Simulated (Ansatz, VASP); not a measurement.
## Li2ZnO2: VASP beside Ansatz

Contents of INCAR:

```
SYSTEM = Li2ZnO2
PREC     = Accurate       ! precision mode
ENCUT    = 520            ! plane-wave cutoff, eV
EDIFF    = 1E-6           ! SCF threshold, eV
ISMEAR   = 0              ! smearing method
SIGMA    = 0.1            ! smearing width, eV
LREAL    = .False.        ! projectors in reciprocal space
LASPH    = .True.         ! aspherical terms in the spheres
NELM     = 60             ! most SCF steps
ALGO     = Normal         ! electronic algorithm
ISIF     = 2              ! what is computed and relaxed
LWAVE    = .False.        ! write WAVECAR
LCHARG   = .True.         ! write CHGCAR
GGA      = PE             ! functional
LELF     = .True.         ! ELF
LVHAR    = .True.       
NBANDS   = 23             ! bands
```

Contents of KPOINTS:

```
regular mesh
0
Gamma
  6 6 4
  0 0 0
```

Contents of POSCAR:

```
Li2ZnO2
1.0
    3.5478129500      0.0000000000      0.0000000000
    0.0000000000      3.5478129500      0.0000000000
    0.0000000000      0.0000000000      4.8125038100
Li Zn O
2 1 2
Direct
    0.0000000000      0.5000000000      0.5000000000
    0.5000000000      0.0000000000      0.5000000000
    0.0000000000      0.0000000000      0.0000000000
    0.5000000000      0.5000000000      0.2399999900
    0.5000000000      0.5000000000      0.7600000100
```

Input for Ansatz:

```yaml
crystal:
  lattice:
    - [3.54781295, 0.0, 0.0]
    - [0.0, 3.54781295, 0.0]
    - [0.0, 0.0, 4.81250381]
  atoms:
    - { symbol: Li, position: [0.0, 0.5, 0.5] }
    - { symbol: Li, position: [0.5, 0.0, 0.5] }
    - { symbol: Zn, position: [0.0, 0.0, 0.0] }
    - { symbol: O, position: [0.5, 0.5, 0.23999999] }
    - { symbol: O, position: [0.5, 0.5, 0.76000001] }
basis:
  ecutwfc: 420
kpoints:
  mp_grid: { grid: [6, 6, 4] }
hamiltonian:
  xc: pbe
scf:
  occupations: { method: gaussian, width: 0.1 }
  lower_state_search: "off"
output:
  forces: true
  stress: true
  eigenvalues: true
```

Change from the starting cell: species swapped into the CeMg2Si2 type (P4/mmm, No. 123).

Alike in both runs: task single point; functional PBE; k mesh 6 × 6 × 4; occupations gaussian, width 0.1 eV; no spin polarisation.

|  | VASP | Ansatz |
| --- | --- | --- |
| version | VASP 6.6.1 | Ansatz 0.2.0 |
| potentials or method | VASP PAW PBE potentials, release 64 (Li_sv, Zn, O), cutoff 520 eV | scalar-relativistic, plane waves, PAW |
| valence electrons in the cell | 30 | 30 |

VASP gave:

| Quantity | Value |
| --- | --- |
| gap on the k mesh at the Fermi level (eV) | none |
| rms of the force components (eV/Å) | 0.387 |

Problem. Estimate Ansatz's values.

Solution. gap on the k mesh at the Fermi level (eV): none; rms of the force components (eV/Å): 0.385.

Atom by atom the forces differ by 0.002 eV/Å (rms over components). A gap of «none» marks a metal or a gap that the smearing closes.

Noted on VASP's run: the cutoff is short for stress, so the pressure is rough.
